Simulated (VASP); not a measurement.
# Ge (Im-3m) in VASP: relaxation of cell and atoms with LDA

Aim: the relaxation of cell and atoms of Ge with LDA.

All numbers are computed with VASP 6.6.1; they aren't measurements. Logs are shortened: lines on timing, memory, paths and dates and some standing lists are left out, and cuts for length are marked.

**1. The cell of the first run**

The structure is cubic, space group Im-3m (No. 229). The conventional cell has a = 3.362 Å, b = 3.362 Å, c = 3.362 Å, α = 90.00°, β = 90.00°, γ = 90.00°. Within 3.8 Å of Ge (site symmetry m-3m) lie 14 Ge at 2.91 to 3.36 Å.

This isn't the form of Ge at room conditions, which is diamond.

**2. Relaxation of cell and atoms, LDA**

Contents of INCAR:

```
ALGO = Normal
EDIFF = 1E-6
EDIFFG = -0.005
ENCUT = 600
IBRION = 2
ISIF = 3
ISMEAR = -1
LASPH = T
LCHARG = F
LREAL = F
LWAVE = F
NELM = 60
NSW = 60
PREC = Accurate
SIGMA = 0.1
```

Contents of KPOINTS:

```
k-points
0
Gamma
  21 21 21
```

Contents of POSCAR:

```
Ge
1.0
   -1.6809877034      1.6809877034      1.6809877034
    1.6809877034     -1.6809877034      1.6809877034
    1.6809877034      1.6809877034     -1.6809877034
Ge
1
Direct
    0.0000000000      0.0000000000      0.0000000000
```

Potentials or basis: VASP PAW LDA potentials, release 64 (Ge_d).

On the command line:

```
> cat potpaw_LDA.64/Ge_d/POTCAR > POTCAR
> mpirun -np 1 vasp_std > vasp.out
```

OUTCAR:

```text
EDIFF = 1E-6
   EDIFFG = -0.005
   ENCUT = 600
   IBRION = 2
   ISIF = 3
   ISMEAR = -1
   LASPH = T
   LREAL = F
   NELM = 60
   NSW = 60
   PREC = Accurate

 ion  position               nearest neighbor table
   1  0.000  0.000  0.000-

  LATTYP: Found a body centered cubic cell.
 ALAT       =     3.3619754068

  Lattice vectors:

 A1 = (  -1.6809877034,   1.6809877034,   1.6809877034)
 A2 = (   1.6809877034,  -1.6809877034,   1.6809877034)
 A3 = (   1.6809877034,   1.6809877034,  -1.6809877034)

Analysis of symmetry for initial positions (statically):
=====================================================================
 Subroutine PRICEL returns:
 Original cell was already a primitive cell.

 Routine SETGRP: Setting up the symmetry group for a
 body centered cubic supercell.

 Subroutine GETGRP returns: Found 48 space group operations
 (whereof 48 operations were pure point group operations)
 out of a pool of 48 trial point group operations.

The static configuration has the point symmetry O_h .

Analysis of symmetry for dynamics (positions and initial velocities):
=====================================================================
 Subroutine PRICEL returns:
 Original cell was already a primitive cell.

 Routine SETGRP: Setting up the symmetry group for a
 body centered cubic supercell.

 Subroutine GETGRP returns: Found 48 space group operations
 (whereof 48 operations were pure point group operations)
 out of a pool of 48 trial point group operations.

The dynamic configuration has the point symmetry O_h .

 Subroutine INISYM returns: Found 48 space group operations
 (whereof 48 operations are pure point group operations),
 and found     1 'primitive' translations

----------------------------------------------------------------------------------------

                                     Primitive cell

  volume of cell :      19.0000

  direct lattice vectors                    reciprocal lattice vectors
    -1.680987703  1.680987703  1.680987703     0.000000000  0.297444175  0.297444175
     1.680987703 -1.680987703  1.680987703     0.297444175  0.000000000  0.297444175
     1.680987703  1.680987703 -1.680987703     0.297444175  0.297444175  0.000000000

  length of vectors
     2.911556109  2.911556109  2.911556109     0.420649586  0.420649586  0.420649586

  position of ions in fractional coordinates (direct lattice)
     0.000000000  0.000000000  0.000000000

  ion indices of the primitive-cell ions
   primitive index   ion index
                 1           1

----------------------------------------------------------------------------------------

 KPOINTS: k-points

Automatic generation of k-mesh.
 Grid dimensions read from file:
 generate k-points for:   21   21   21

 Generating k-lattice:

  Cartesian coordinates                     Fractional coordinates (reciprocal lattice)
     0.000000000  0.014164008  0.014164008     0.047619048  0.000000000  0.000000000
     0.014164008  0.000000000  0.014164008     0.000000000  0.047619048  0.000000000
     0.014164008  0.014164008  0.000000000     0.000000000  0.000000000  0.047619048

  Length of vectors
     0.020030933  0.020030933  0.020030933

  Shift w.r.t. Gamma in fractional coordinates (k-lattice)
     0.000000000  0.000000000  0.000000000

 Subroutine IBZKPT returns following result:
 ===========================================

 Found    286 irreducible k-points:

 Following reciprocal coordinates:
            Coordinates               Weight
  0.000000  0.000000  0.000000      1.000000
  0.047619  0.000000  0.000000     12.000000
  0.095238  0.000000  0.000000     12.000000
  0.142857  0.000000  0.000000     12.000000
  0.190476  0.000000  0.000000     12.000000
  0.238095  0.000000  0.000000     12.000000
[... 16 lines left out ...]
  0.142857  0.095238 -0.000000     48.000000
  0.190476  0.095238 -0.000000     48.000000
 [... further k-points ...]
   k-points           NKPTS =    286   k-points in BZ     NKDIM =    286   number of bands    NBANDS=     11
   number of dos      NEDOS =    301   number of ions     NIONS =      1
   total plane-waves  NPLWV =  13824
   dimension x,y,z NGX =    24 NGY =   24 NGZ =   24
   dimension x,y,z NGXF=    48 NGYF=   48 NGZF=   48
   ions per type =               1
   NGX,Y,Z   is equivalent  to a cutoff of  13.70, 13.70, 13.70 a.u.
   NGXF,Y,Z  is equivalent  to a cutoff of  27.41, 27.41, 27.41 a.u.
 SYSTEM =  unknown system
   PREC   = accura    normal or accurate (medium, high low for compatibility)
   ISTART =      0    job   : 0-new  1-cont  2-samecut
   ICHARG =      2    charge: 1-file 2-atom 10-const
   ISPIN  =      1    spin polarized calculation?
   LNONCOLLINEAR =      F non collinear calculations
   LSORBIT =      F    spin-orbit coupling
   LASPH  =      T    aspherical Exc in radial PAW
   ENCUT  =  600.0 eV  44.10 Ry    6.64 a.u.   5.82  5.82  5.82*2*pi/ulx,y,z
   NELM   =     60;   NELMIN=  2; NELMDL= -5     # of ELM steps
   EDIFF  = 0.1E-05   stopping-criterion for ELM
   LREAL  =      F    real-space projection
   EDIFFG = -.5E-02   stopping-criterion for IOM
   NSW    =     60    number of steps for IOM
   IBRION =      2    ionic relax: 0-MD 1-quasi-New 2-CG
   NFREE  =      1    steps in history (QN), initial steepest desc. (CG)
   ISIF   =      3    stress and relaxation
   ISYM   =      2    0-nonsym 1-usesym 2-fastsym
   POTIM  = 0.5000    time-step for ionic-motion
   TEBEG  =    0.0;   TEEND  =   0.0 temperature during run
   PSTRESS=    0.0 pullay stress
   NELECT =      14.0000    total number of electrons
   NUPDOWN=      -1.0000    fix difference up-down
   EMIN   =  10.00;   EMAX   =-10.00  energy-range for DOS
   EFERMI =   0.00;   METHOD = LEGACY
   ISMEAR =    -1;   SIGMA  =   0.10  broadening in eV -4-tet -1-fermi 0-gaus
   EFERMI_NEDOS =   21; number of points for ismear=-14 and -15
   IALGO  =     38    algorithm
   IMIX   =      4    mixing-type and parameters
     AMIX     =   0.40;   BMIX     =  1.00
     AMIX_MAG =   1.60;   BMIX_MAG =  1.00
  volume/ion in A,a.u.               =      19.00       128.22
  Fermi-wavevector in a.u.,A,eV,Ry     =   1.478653  2.794249 29.747983  2.186415
  Thomas-Fermi vector in A             =   2.592908
   LORBIT       =      0    0 simple, 1 ext, 2 COOP (PROOUT), +10 PAW based schemes
   GGA     = CA    functional components
   LHFCALC =     F    Hartree Fock is set to
   AEXX    =    0.0000 exact exchange contribution
   IVDW    =     0    specifies the selected vdW correction
   LEPSILON=     F    determine dielectric tensor
   LRPA    =     F    only Hartree local field effects (RPA)
 conjugate gradient relaxation of ions
 non-spin polarized calculation
  energy-cutoff  :      600.00
  volume of cell :       19.00
 maximum number of plane-waves:       652
   NGX = 11   NGY = 11   NGZ = 11

--------------------------------------- Ionic step        1  -------------------------------------------

 number of electron      14.0000001 magnetization

 Free energy of the ion-electron system (eV)
  ---------------------------------------------------
  ext. energy  EPLUGINS =         0.00000000
  ---------------------------------------------------
  free energy    TOTEN  =        -4.87642906 eV

  energy without entropy =       -4.85990719  energy(sigma->0) =       -4.86816812

------------------------ aborting loop because EDIFF is reached ----------------------------------------

  FORCE on cell =-STRESS in cart. coord.  units (eV):
  Direction    XX          YY          ZZ          XY          YZ          ZX
  --------------------------------------------------------------------------------------
  -------------------------------------------------------------------------------------
  Total       -0.4689426     -0.4689426     -0.4689426     -0.0000000     -0.0000000      0.0000000
  in kB      -39.5436400    -39.5436400    -39.5436400     -0.0000000     -0.0000000      0.0000000
  external PRESSURE =     -39.5436400 kB  Pullay stress =       0.0000000 kB

 VOLUME and BASIS-vectors are now :
 -----------------------------------------------------------------------------
  energy-cutoff  :      600.00
  volume of cell :       19.00
      direct lattice vectors                 reciprocal lattice vectors
    -1.680987703  1.680987703  1.680987703     0.000000000  0.297444175  0.297444175
     1.680987703 -1.680987703  1.680987703     0.297444175  0.000000000  0.297444175
     1.680987703  1.680987703 -1.680987703     0.297444175  0.297444175  0.000000000
[... 36 lines left out ...]
 POSITION                                       TOTAL-FORCE (eV/Angst)
 -----------------------------------------------------------------------------------
      0.00000      0.00000      3.28592        -0.000000     -0.000000      0.000000
 -----------------------------------------------------------------------------------
    total drift:                               -0.000000      0.000000      0.000000

  FREE ENERGIE OF THE ION-ELECTRON SYSTEM (eV)
  ---------------------------------------------------
  free  energy   TOTEN  =        -4.8903946861 eV

  energy  without entropy=       -4.8734717794  energy(sigma->0) =       -4.88193323

--------------------------------------- Ionic step        3  -------------------------------------------

 number of electron      14.0000006 magnetization

 Free energy of the ion-electron system (eV)
  ---------------------------------------------------
  ext. energy  EPLUGINS =         0.00000000
  ---------------------------------------------------
  free energy    TOTEN  =        -4.89078811 eV

  energy without entropy =       -4.87390057  energy(sigma->0) =       -4.88234434

 E-fermi :   7.0652     XC(G=0): -11.8526

 val. band max:        7.0634453388   @ k =  -0.2381   0.3810   0.0952
 cond. band min:       7.0796270237   @ k =  -0.4762  -0.4762   0.2857
 fundamental gap:      0.0161816849
 Fermi energy:         7.0652173395

 k-point     1 :       0.0000    0.0000    0.0000
  band No.  band energies     occupation
      1     -17.7577      2.00000
      2     -17.7577      2.00000
      3     -17.7577      2.00000
      4     -17.6566      2.00000
      5     -17.6566      2.00000
      6      -6.5200      2.00000
      7      16.6670      0.00000
      8      16.6670      0.00000
      9      16.6670      0.00000
     10      22.5219      0.00000
     11      22.5219      0.00000

 k-point     2 :       0.0476    0.0000    0.0000
  band No.  band energies     occupation
      1     -17.7585      2.00000
      2     -17.7566      2.00000
      3     -17.7542      2.00000
      4     -17.6575      2.00000
      5     -17.6567      2.00000
      6      -6.4577      2.00000
      7      16.1529      0.00000
      8      16.4128      0.00000
      9      16.6016      0.00000
     10      21.9881      0.00000
     11      22.0836      0.00000
[... 295 lines left out ...]
 k-point    24 :       0.1905    0.0952   -0.0000
  band No.  band energies     occupation
      1     -17.7699      2.00000
      2     -17.7448      2.00000
      3     -17.6789      2.00000
      4     -17.6713      2.00000
      5     -17.6584      2.00000
      6      -4.7745      2.00000
      7       9.4789      0.00000
      8      12.2811      0.00000
      9      14.5158      0.00000
     10      19.1280      0.00000
     11      20.2502      0.00000

 [... further k-points ...]

------------------------ aborting loop because EDIFF is reached ----------------------------------------

  FORCE on cell =-STRESS in cart. coord.  units (eV):
  Direction    XX          YY          ZZ          XY          YZ          ZX
  --------------------------------------------------------------------------------------
  -------------------------------------------------------------------------------------
  Total       -0.0012351     -0.0012351     -0.0012351      0.0000000     -0.0000000      0.0000000
  in kB       -0.1106419     -0.1106419     -0.1106419      0.0000000     -0.0000000      0.0000000
  external PRESSURE =      -0.1106419 kB  Pullay stress =       0.0000000 kB

 VOLUME and BASIS-vectors are now :
 -----------------------------------------------------------------------------
  energy-cutoff  :      600.00
  volume of cell :       17.89
      direct lattice vectors                 reciprocal lattice vectors
    -1.647451090  1.647451090  1.647451090     0.000000000  0.303499147  0.303499147
     1.647451090 -1.647451090  1.647451090     0.303499147  0.000000000  0.303499147
     1.647451090  1.647451090 -1.647451090     0.303499147  0.303499147  0.000000000

 POSITION                                       TOTAL-FORCE (eV/Angst)
 -----------------------------------------------------------------------------------
      0.00000      0.00000      0.00000         0.000000      0.000000      0.000000
 -----------------------------------------------------------------------------------
    total drift:                               -0.000000      0.000000      0.000000

  FREE ENERGIE OF THE ION-ELECTRON SYSTEM (eV)
  ---------------------------------------------------
  free  energy   TOTEN  =        -4.8907881112 eV

  energy  without entropy=       -4.8739005676  energy(sigma->0) =       -4.88234434

 reached required accuracy - stopping structural energy minimisation
```

It took 43 s on 1 thread of Intel Xeon 6975P-C (Granite Rapids), shared host; peak memory 0.19 GiB.

What came out:

* Free energy: -4.8908 eV
* Relaxed volume: 17.89 Å³/atom
* Relaxed cell: a = 2.853 Å, b = 2.853 Å, c = 2.853 Å, α = 109.47°, β = 109.47°, γ = 109.47°
* Space group after relaxing (to 0.1 Å): Im-3m (No. 229)
* Energy gained by relaxing: 14.4 meV/atom
* Ionic steps: 3
* Pressure after relaxing: 0.0 GPa
* Band gap on the k mesh: zero (bands 7 and 8 overlap by 12.78 eV)

Step by step:
| step | energy change (eV) | largest force (eV/Å) | pressure (GPa) | volume (Å³) |
| --- | --- | --- | --- | --- |
| 1 | 0.0000 | 0.0000 | -3.95 | 19.00 |
| 2 | -0.0140 | 0.0000 | 0.59 | 17.74 |
| 3 | -0.0144 | 0.0000 | -0.01 | 17.89 |

Final structure:
```yaml
crystal:
  lattice:
    - [-1.64745, 1.64745, 1.64745]
    - [1.64745, -1.64745, 1.64745]
    - [1.64745, 1.64745, -1.64745]
  atoms:
    - { symbol: Ge, position: [0.00000, 0.00000, 0.00000] }
```
